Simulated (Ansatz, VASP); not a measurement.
# AlRu: VASP beside Ansatz

```
Al Ru
1.0
     2.90080    0.00000    0.00000
     0.00000    2.90080    0.00000
     0.00000    0.00000    2.90080
Al Ru
1 1
Direct
  0.00000 0.00000 0.00000
  0.50000 0.50000 0.50000
```

Alike in both runs: task single point; functional PBE; k mesh 14 × 14 × 14; occupations gaussian, width 0.1 eV; no spin polarisation.

|  | VASP | Ansatz |
| --- | --- | --- |
| version | VASP 6.6.1 | Ansatz 0.2.0 |
| potentials or method | VASP PAW PBE potentials, release 64 (Al, Ru_pv), cutoff 520 eV | scalar-relativistic, plane waves, PAW |
| valence electrons in the cell | 17 | 19 |

|  | VASP | Ansatz | Ansatz less VASP |
| --- | --- | --- | --- |
| gap on the k mesh at the Fermi level (eV) | none | none | - |
| pressure (GPa) | 26.9 | 26.9 | -0.03 |

A gap of «none» marks a metal or a gap that the smearing closes. With one functional, cell and mesh, what is left measures potentials, basis and numerics. VASP's potentials hold 17 valence electrons a cell and Ansatz's 19, so a difference there can come from the potentials and not from the codes.
